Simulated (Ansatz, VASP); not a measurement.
## Two plane-wave programs on Ba4Ti5O12

```
Ti Ba O
1.0
     5.61424    0.00000    0.00000
    -2.80712    4.86208    0.00000
     0.00000    0.00000   24.16802
Ti Ba O
5 4 12
Cartesian
  2.8071 1.6207 7.5000
  0.0000 3.2414 9.7920
  0.0000 0.0000 12.0840
  2.8071 1.6207 14.3760
  0.0000 3.2414 16.6680
  0.0000 0.0000 8.6460
  2.8071 1.6207 10.9380
  0.0000 3.2414 13.2300
  0.0000 0.0000 15.5220
  1.4036 2.4310 8.6460
  2.8071 0.0000 8.6460
  -1.4036 2.4310 8.6460
  -1.4036 4.0517 10.9380
  0.0000 1.6207 10.9380
  1.4036 4.0517 10.9380
  4.2107 0.8103 13.2300
  2.8071 3.2414 13.2300
  1.4036 0.8103 13.2300
  1.4036 2.4310 15.5220
  2.8071 0.0000 15.5220
  -1.4036 2.4310 15.5220
```

Alike in both runs: task single point; functional PBEsol; k mesh 6 × 6 × 1; occupations fermi-dirac, width 0.3 eV; no spin polarisation.

|  | VASP | Ansatz |
| --- | --- | --- |
| version | VASP 6.6.1 | Ansatz 0.2.0 |
| potentials or method | VASP PAW PBE potentials, release 64 (Ti_sv, Ba_sv, O), cutoff 520 eV | scalar-relativistic, plane waves, PAW |
| valence electrons in the cell | 172 | 172 |

Ansatz gave:

```
gap on the k mesh at the Fermi level (eV)  : none
rms of the force components (eV/Å)         : 1.172
work function, face that differs most (eV) : 3.49
```

Problem. Which values does VASP return?

Solution. gap on the k mesh at the Fermi level (eV): none; rms of the force components (eV/Å): 1.163; work function, face that differs most (eV): 3.49.

VASP's potentials were made for PBE, not for PBEsol. A gap of «none» marks a metal or a gap that the smearing closes. With one functional, cell and mesh, what is left measures potentials, basis and numerics.

Spin-orbit coupling is off throughout.
